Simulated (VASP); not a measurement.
Zr4B, 5 atoms in the cell. It takes space group P-3m1 (No. 164, trigonal). Conventional cell: a = 3.367 Å, b = 3.367 Å, c = 10.497 Å, α = 90.00°, β = 90.00°, γ = 120.00°. Zr (site symmetry 3m) has 3 B at 2.36 Å within 3.1 Å. Zr (site symmetry 3m) has 12 Zr at 3.10 to 3.37 Å within 4.1 Å. B (site symmetry -3m) has 6 Zr at 2.36 Å within 3.1 Å. 

* Program: VASP 6.6.1
* Task: single point
* Functional: PBE
* Potentials or basis: VASP PAW PBE potentials, release 64 (Zr_sv, B)
* Cutoff: 520 eV
* k mesh: 12 × 12 × 4
* Occupations: gaussian, width 0.1 eV
* Spin: no spin polarisation
* Dipole correction: no
* Further INCAR settings: ALGO = Fast; EDIFF = 1e-06; NBANDS = 34

Potentials or basis: VASP PAW PBE potentials, release 64 (Zr_sv, B).

Run with:

```bash
$ cat potpaw_PBE.64/Zr_sv/POTCAR potpaw_PBE.64/B/POTCAR > POTCAR
$ mpirun -np 1 vasp_std > vasp.out
```

Hardware: 1 thread of Intel(R) Xeon(R) 6975P-C (Granite Rapids), with other jobs on the host.

Problem. Estimate the wall time of this run.

Solution. It took 4.6 min on 1 thread of Intel(R) Xeon(R) 6975P-C (Granite Rapids), on a shared host, peak memory 0.36 GiB. Counts: scf iterations 25, k points 69.
